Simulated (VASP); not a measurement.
# SiC (P6_3/mmc) in VASP: notebook

SiC is run at these levels: PBE, LDA; tasks: single point.

All numbers are computed with VASP 6.6.1; they aren't measurements. Logs are shortened: lines on timing, memory, paths and dates and some standing lists are left out, and cuts for length are marked.

## (1) The cell of the first run

It takes space group P6_3/mmc (No. 194, hexagonal). Conventional cell: a = 3.165 Å, b = 3.165 Å, c = 4.870 Å, α = 90.00°, β = 90.00°, γ = 120.00°. Within 2.4 Å of Si (site symmetry -6m2) lie 3 C at 1.83 Å. Within 2.4 Å of C (site symmetry -6m2) lie 3 Si at 1.83 Å.

## (2) Single point, PBE

Input file INCAR:

```
PREC = Accurate ; ENCUT = 520
EDIFF = 1E-7 ; ISMEAR = -1
SIGMA = 0.02 ; LREAL = False
LASPH = True ; NELM = 60
ALGO = Normal ; ISIF = 2
LWAVE = False ; LCHARG = False
GGA = PE ; NBANDS = 16
```

Input file KPOINTS:

```
Automatic mesh
0
Gamma
  12 12 6
```

Input file POSCAR:

```
SiC
1.0
    3.1648623131      0.0000000000      0.0000000000
   -1.5824311565      2.7408511626      0.0000000000
    0.0000000000      0.0000000000      4.8701422910
Si C
2 2
Direct
    0.3333333333      0.6666666667      0.2500000000
    0.6666666667      0.3333333333      0.7500000000
    0.6666666667      0.3333333333      0.2500000000
    0.3333333333      0.6666666667      0.7500000000
```

Potentials or basis: VASP PAW PBE potentials, release 64 (Si, C).

Run with:

```
cat potpaw_PBE.64/Si/POTCAR potpaw_PBE.64/C/POTCAR > POTCAR
mpirun -np 1 vasp_std > vasp.out
```

OUTCAR:

```text
PREC = Accurate
   ENCUT = 520
   EDIFF = 1E-7
   ISMEAR = -1
   LREAL = False
   LASPH = True
   NELM = 60
   ISIF = 2
   GGA = PE

 ion  position               nearest neighbor table
   1  0.333  0.667  0.250-   3 1.83   3 1.83   3 1.83   4 2.44   4 2.44   2 3.04   2 3.04   2 3.04
                             2 3.04   2 3.04   2 3.04
   2  0.667  0.333  0.750-   4 1.83   4 1.83   4 1.83   3 2.44   3 2.44   1 3.04   1 3.04   1 3.04
                             1 3.04   1 3.04   1 3.04
   3  0.667  0.333  0.250-   1 1.83   1 1.83   1 1.83   2 2.44   2 2.44
   4  0.333  0.667  0.750-   2 1.83   2 1.83   2 1.83   1 2.44   1 2.44

  LATTYP: Found a hexagonal cell.
 ALAT       =     3.1648623131
 C/A-ratio  =     1.5388164821

  Lattice vectors:

 A1 = (   3.1648623131,   0.0000000000,   0.0000000000)
 A2 = (  -1.5824311565,   2.7408511626,   0.0000000000)
 A3 = (   0.0000000000,   0.0000000000,   4.8701422910)

Analysis of symmetry for initial positions (statically):
=====================================================================
 Subroutine PRICEL returns:
 Original cell was already a primitive cell.

 Routine SETGRP: Setting up the symmetry group for a
 hexagonal supercell.

 Subroutine GETGRP returns: Found 24 space group operations
 (whereof 12 operations were pure point group operations)
 out of a pool of 24 trial point group operations.

The static configuration has the point symmetry D_3d.
 The point group associated with its full space group is D_6h.

Analysis of symmetry for dynamics (positions and initial velocities):
=====================================================================
 Subroutine PRICEL returns:
 Original cell was already a primitive cell.

 Routine SETGRP: Setting up the symmetry group for a
 hexagonal supercell.

 Subroutine GETGRP returns: Found 24 space group operations
 (whereof 12 operations were pure point group operations)
 out of a pool of 24 trial point group operations.

The dynamic configuration has the point symmetry D_3d.
 The point group associated with its full space group is D_6h.

 Subroutine INISYM returns: Found 24 space group operations
 (whereof 12 operations are pure point group operations),
 and found     1 'primitive' translations

----------------------------------------------------------------------------------------

                                     Primitive cell

  volume of cell :      42.2456

  direct lattice vectors                    reciprocal lattice vectors
     3.164862313  0.000000000  0.000000000     0.315969512  0.182425083  0.000000000
    -1.582431156  2.740851163  0.000000000     0.000000000  0.364850165  0.000000000
     0.000000000  0.000000000  4.870142291     0.000000000  0.000000000  0.205332810

  length of vectors
     3.164862313  3.164862313  4.870142291     0.364850165  0.364850165  0.205332810

  position of ions in fractional coordinates (direct lattice)
     0.333333333  0.666666667  0.250000000
     0.666666667  0.333333333  0.750000000
     0.666666667  0.333333333  0.250000000
     0.333333333  0.666666667  0.750000000

  ion indices of the primitive-cell ions
   primitive index   ion index
                 1           1
                 2           2
                 3           3
                 4           4

----------------------------------------------------------------------------------------

 KPOINTS: Automatic mesh

Automatic generation of k-mesh.
 Grid dimensions read from file:
 generate k-points for:   12   12    6

 Generating k-lattice:

  Cartesian coordinates                     Fractional coordinates (reciprocal lattice)
     0.026330793  0.015202090  0.000000000     0.083333333  0.000000000  0.000000000
     0.000000000  0.030404180  0.000000000     0.000000000  0.083333333  0.000000000
     0.000000000  0.000000000  0.034222135     0.000000000  0.000000000  0.166666667

  Length of vectors
     0.030404180  0.030404180  0.034222135

  Shift w.r.t. Gamma in fractional coordinates (k-lattice)
     0.000000000  0.000000000  0.000000000

 Subroutine IBZKPT returns following result:
 ===========================================

 Found     76 irreducible k-points:

 Following reciprocal coordinates:
            Coordinates               Weight
  0.000000  0.000000  0.000000      1.000000
  0.083333  0.000000  0.000000      6.000000
  0.166667  0.000000  0.000000      6.000000
  0.250000  0.000000  0.000000      6.000000
  0.333333  0.000000  0.000000      6.000000
  0.416667  0.000000  0.000000      6.000000
[... 16 lines left out ...]
  0.250000  0.000000  0.166667     12.000000
  0.333333  0.000000  0.166667     12.000000
 [... further k-points ...]
   k-points           NKPTS =     76   k-points in BZ     NKDIM =     76   number of bands    NBANDS=     16
   number of dos      NEDOS =    301   number of ions     NIONS =      4
   total plane-waves  NPLWV =  20736
   dimension x,y,z NGX =    24 NGY =   24 NGZ =   36
   dimension x,y,z NGXF=    48 NGYF=   48 NGZF=   72
   ions per type =               2   2
   NGX,Y,Z   is equivalent  to a cutoff of  12.61, 12.61, 12.29 a.u.
   NGXF,Y,Z  is equivalent  to a cutoff of  25.21, 25.21, 24.58 a.u.
 SYSTEM =  unknown system
   PREC   = accura    normal or accurate (medium, high low for compatibility)
   ISTART =      0    job   : 0-new  1-cont  2-samecut
   ICHARG =      2    charge: 1-file 2-atom 10-const
   ISPIN  =      1    spin polarized calculation?
   LNONCOLLINEAR =      F non collinear calculations
   LSORBIT =      F    spin-orbit coupling
   LASPH  =      T    aspherical Exc in radial PAW
   ENCUT  =  520.0 eV  38.22 Ry    6.18 a.u.   5.88  5.88  9.06*2*pi/ulx,y,z
   NELM   =     60;   NELMIN=  2; NELMDL= -5     # of ELM steps
   EDIFF  = 0.1E-06   stopping-criterion for ELM
   LREAL  =      F    real-space projection
   EDIFFG = 0.1E-05   stopping-criterion for IOM
   NSW    =      0    number of steps for IOM
   IBRION =     -1    ionic relax: 0-MD 1-quasi-New 2-CG
   NFREE  =      0    steps in history (QN), initial steepest desc. (CG)
   ISIF   =      2    stress and relaxation
   ISYM   =      2    0-nonsym 1-usesym 2-fastsym
   POTIM  = 0.5000    time-step for ionic-motion
   TEBEG  =    0.0;   TEEND  =   0.0 temperature during run
   PSTRESS=    0.0 pullay stress
   NELECT =      16.0000    total number of electrons
   NUPDOWN=      -1.0000    fix difference up-down
   EMIN   =  10.00;   EMAX   =-10.00  energy-range for DOS
   EFERMI =   0.00;   METHOD = LEGACY
   ISMEAR =    -1;   SIGMA  =   0.02  broadening in eV -4-tet -1-fermi 0-gaus
   EFERMI_NEDOS =   21; number of points for ismear=-14 and -15
   IALGO  =     38    algorithm
   IMIX   =      4    mixing-type and parameters
     AMIX     =   0.40;   BMIX     =  1.00
     AMIX_MAG =   1.60;   BMIX_MAG =  1.00
  volume/ion in A,a.u.               =      10.56        71.27
  Fermi-wavevector in a.u.,A,eV,Ry     =   1.184461  2.238307 19.088272  1.402948
  Thomas-Fermi vector in A             =   2.320675
   LORBIT       =      0    0 simple, 1 ext, 2 COOP (PROOUT), +10 PAW based schemes
   GGA     = PE    functional components
[... 5 lines left out ...]
 non-spin polarized calculation
  energy-cutoff  :      520.00
  volume of cell :       42.25
 maximum number of plane-waves:      1158
 NGX is ok and might be reduce to    24
   NGX = 11   NGY = 11   NGZ = 19

 number of electron      16.0000003 magnetization

 Free energy of the ion-electron system (eV)
  ---------------------------------------------------
  ext. energy  EPLUGINS =         0.00000000
  ---------------------------------------------------
  free energy    TOTEN  =       -28.30405625 eV

  energy without entropy =      -28.30374500  energy(sigma->0) =      -28.30390063

 E-fermi :  10.0939     XC(G=0): -11.2815

 val. band max:       10.0872310738   @ k =   0.4167   0.0000   0.0000
 cond. band min:      10.1368932967   @ k =   0.5000   0.0000   0.1667
 fundamental gap:      0.0496622229
 Fermi energy:        10.0939420377

 k-point     1 :       0.0000    0.0000    0.0000
  band No.  band energies     occupation
      1      -7.4115      2.00000
      2      -3.7560      2.00000
      3       0.5964      2.00000
      4       5.7441      2.00000
      5       5.7441      2.00000
      6       7.1283      2.00000
[... 8 lines left out ...]
     15      16.5013      0.00000
     16      18.1517      0.00000

 k-point     2 :       0.0833    0.0000    0.0000
  band No.  band energies     occupation
      1      -7.2978      2.00000
      2      -3.6593      2.00000
      3       0.7106      2.00000
      4       5.1075      2.00000
      5       5.5644      2.00000
      6       6.7410      2.00000
[... 8 lines left out ...]
     15      16.3288      0.00000
     16      18.7746      0.00000

 k-point     3 :       0.1667    0.0000    0.0000
  band No.  band energies     occupation
      1      -6.9596      2.00000
      2      -3.3779      2.00000
      3       1.0501      2.00000
      4       3.7122      2.00000
      5       5.1469      2.00000
      6       5.7656      2.00000
[... 8 lines left out ...]
     15      17.2615      0.00000
     16      18.3990      0.00000

 k-point     4 :       0.2500    0.0000    0.0000
  band No.  band energies     occupation
      1      -6.4072      2.00000
      2      -2.9473      2.00000
      3       1.6037      2.00000
      4       2.1450      2.00000
      5       4.5260      2.00000
      6       4.6837      2.00000
[... 8 lines left out ...]
     15      17.6321      0.00000
     16      17.9470      0.00000
[... 324 lines left out ...]
 k-point    22 :       0.1667    0.0000    0.1667
  band No.  band energies     occupation
      1      -6.8158      2.00000
      2      -3.8669      2.00000
      3       1.7496      2.00000
      4       3.8631      2.00000
      5       5.2400      2.00000
      6       5.5355      2.00000
[... 8 lines left out ...]
     15      16.9915      0.00000
     16      18.9378      0.00000

 k-point    23 :       0.2500    0.0000    0.1667
  band No.  band energies     occupation
      1      -6.2653      2.00000
      2      -3.4006      2.00000
      3       1.8489      2.00000
      4       2.7215      2.00000
      5       4.2257      2.00000
      6       4.7832      2.00000
[... 8 lines left out ...]
     15      17.9909      0.00000
     16      18.4171      0.00000

 k-point    24 :       0.3333    0.0000    0.1667
  band No.  band energies     occupation
      1      -5.5283      2.00000
      2      -2.8538      2.00000
      3       0.6660      2.00000
      4       2.8827      2.00000
      5       3.1573      2.00000
      6       4.3996      2.00000
[... 8 lines left out ...]
     15      18.5872      0.00000
     16      18.7472      0.00000

 [... further k-points ...]

------------------------ aborting loop because EDIFF is reached ----------------------------------------

  FORCE on cell =-STRESS in cart. coord.  units (eV):
  Direction    XX          YY          ZZ          XY          YZ          ZX
  --------------------------------------------------------------------------------------
  -------------------------------------------------------------------------------------
  Total       -0.0308867     -0.0308867      0.0225686     -0.0000000      0.0000000      0.0000000
  in kB       -1.1713859     -1.1713859      0.8559197     -0.0000000      0.0000000      0.0000000
  external PRESSURE =      -0.4956174 kB  Pullay stress =       0.0000000 kB

 VOLUME and BASIS-vectors are now :
 -----------------------------------------------------------------------------
  energy-cutoff  :      520.00
  volume of cell :       42.25
      direct lattice vectors                 reciprocal lattice vectors
     3.164862313  0.000000000  0.000000000     0.315969512  0.182425083  0.000000000
    -1.582431156  2.740851163  0.000000000     0.000000000  0.364850165  0.000000000
     0.000000000  0.000000000  4.870142291     0.000000000  0.000000000  0.205332810

 POSITION                                       TOTAL-FORCE (eV/Angst)
 -----------------------------------------------------------------------------------
     -0.00000      1.82723      1.21754         0.000000     -0.000000      0.000000
      1.58243      0.91362      3.65261        -0.000000      0.000000      0.000000
      1.58243      0.91362      1.21754        -0.000000      0.000000      0.000000
     -0.00000      1.82723      3.65261         0.000000     -0.000000      0.000000
 -----------------------------------------------------------------------------------
    total drift:                                0.000000     -0.000000      0.000000

  FREE ENERGIE OF THE ION-ELECTRON SYSTEM (eV)
  ---------------------------------------------------
  free  energy   TOTEN  =       -28.3040562511 eV

  energy  without entropy=      -28.3037450003  energy(sigma->0) =      -28.30390063
```

Run time: 15 s. Hardware: 1 thread of Intel Xeon 6975P-C (Granite Rapids), shared host; peak memory 0.17 GiB.

Results:

```yaml
Free_energy: -28.3041 eV
Pressure: 0.0 GPa
Band_gap_on_the_k_mesh: zero (band 8 reaches 10.40 eV, above the bottom of band 9 at 9.95 eV)
```

Stress tensor (GPa, compression positive):
```
-0.12  0.00  0.00
 0.00 -0.12  0.00
 0.00  0.00  0.09
```

Levels at points of the mesh, in eV from the Fermi level:
| k point | band 6 | band 7 | band 8 | band 9 | band 10 | band 11 |
| --- | --- | --- | --- | --- | --- | --- |
| (0.00, 0.00, 0.00) | -2.97 | -2.97 | 0.31 | 1.29 | 3.80 | 3.86 |
| (0.50, 0.00, 0.00) | -6.14 | -4.07 | -4.06 | -0.15 | 3.24 | 4.33 |
| (0.00, 0.00, 0.50) | -3.71 | -3.71 | -3.71 | 2.68 | 2.68 | 4.48 |
| (0.50, 0.00, 0.50) | -5.25 | -2.82 | -2.82 | 1.59 | 1.59 | 1.82 |

(Part 1 of 2 ends here.)
